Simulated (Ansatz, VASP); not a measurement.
**One calculation of Pd, two programs**

```
Pd
1.0
    -1.56686    1.56686    1.56686
     1.56686   -1.56686    1.56686
     1.56686    1.56686   -1.56686
Pd
1
Direct
  0.00000 0.00000 0.00000
```

Alike in both runs: task single point; functional PBEsol; k mesh 8 × 8 × 8; occupations gaussian, width 0.1 eV; no spin polarisation.

```csv
,VASP,Ansatz
version,VASP 6.6.1,Ansatz 0.2.0
potentials or method,"VASP PAW PBE potentials, release 64 (Pd), cutoff 520 eV","scalar-relativistic, plane waves, PAW"
valence electrons in the cell,10,18
```

|  | VASP | Ansatz | Ansatz less VASP |
| --- | --- | --- | --- |
| gap on the k mesh at the Fermi level (eV) | none | none | - |
| pressure (GPa) | -8.3 | -8.0 | +0.29 |

VASP's potentials were made for PBE, not for PBEsol. A gap of «none» marks a metal or a gap that the smearing closes. VASP's potentials hold 10 valence electrons a cell and Ansatz's 18, so a difference there can come from the potentials and not from the codes.
